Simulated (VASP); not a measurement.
Ge, 4 atoms in the cell. It takes space group P-3m1 (No. 164, trigonal). Conventional cell: a = 4.019 Å, b = 4.019 Å, c = 3.202 Å, α = 90.00°, β = 90.00°, γ = 120.00°. Ge (site symmetry 3m) has 8 Ge at 2.57 to 3.20 Å within 3.4 Å. 

```yaml
Program: VASP 6.6.1
Task: single point
Functional: PBE
Potentials_or_basis: VASP PAW PBE potentials, release 64 (Ge_d)
Cutoff: 520 eV
k_mesh: 6 × 6 × 4
Occupations: gaussian, width 0.2 eV
Spin: no spin polarisation
Dipole_correction: no
Further_INCAR_settings: ALGO = Normal; EDIFF = 1e-06; NBANDS = 36
```

Potentials or basis: VASP PAW PBE potentials, release 64 (Ge_d).

The run is started by

```console
$ cat potpaw_PBE.64/Ge_d/POTCAR > POTCAR
$ mpirun -np 1 vasp_std > vasp.out
```

Hardware: 1 thread of Intel(R) Xeon(R) 6975P-C (Granite Rapids), on a shared host.

Estimate the wall time of this run.

It took 45 s on 1 thread of Intel(R) Xeon(R) 6975P-C (Granite Rapids), with other jobs on the host, peak memory 0.26 GiB. Counts: scf iterations 12, k points 56.
